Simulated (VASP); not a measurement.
Input of a VASP 6.6.1 run:

File INCAR:

```
SYSTEM = Na7H8
ALGO = Normal
EDIFF = 1E-6
ENCUT = 520
GGA = PE
ISIF = 2
ISMEAR = 0
LASPH = .TRUE.
LCHARG = .FALSE.
LREAL = Auto
LWAVE = .FALSE.
NBANDS = 42
NELM = 80
PREC = Accurate
SIGMA = 0.1
```

KPOINTS

```
k-points
0
G
  3 3 3
  0 0 0
```

POSCAR

```
Na7H8
1.0
    0.0000000000      4.8892300000      4.8892300000
    4.8892300000      0.0000000000      4.8892300000
    4.8892300000      4.8892300000      0.0000000000
Na H
7 8
Direct
   -0.0290020105      0.0148918132      0.0135075462
   -0.0005921178      0.0057923231      0.4933809618
   -0.0006318991      0.4973694222      0.0018194071
    0.0272714722      0.4858706790      0.4844340520
    0.4984822764      0.0149404917      0.0131424580
    0.4991909769      0.6192669398     -0.1199850488
    0.5001974749      0.4858624978      0.4841826832
    0.2259877322      0.2590911043      0.2400547735
    0.2413768630      0.2459270683      0.7690742714
    0.2556064043      0.7562134528      0.2303813688
    0.2106665058      0.7479981510      0.7510972075
    0.7729057541      0.2590929451      0.2401345406
    0.7430594388      0.2687612364      0.7430175099
    0.7572451081      0.7300976841      0.2533258816
    0.7878515635      0.7481027687      0.7511887352
```

Potentials or basis: VASP PAW PBE potentials, release 64 (Na_pv, H).

The run is started by

```console
$ cat potpaw_PBE.64/Na_pv/POTCAR potpaw_PBE.64/H/POTCAR > POTCAR
$ mpirun -np 1 vasp_std > vasp.out
```

Estimate the pressure.

-0.5 GPa.

Predict the largest force.

0.244 eV/Å.

Stress tensor (GPa, compression positive):
```
-0.76  0.00  0.00
 0.00 -0.44  0.49
 0.00  0.49 -0.44
```

Caveat: the k points lie up to 0.37 Å⁻¹ apart.
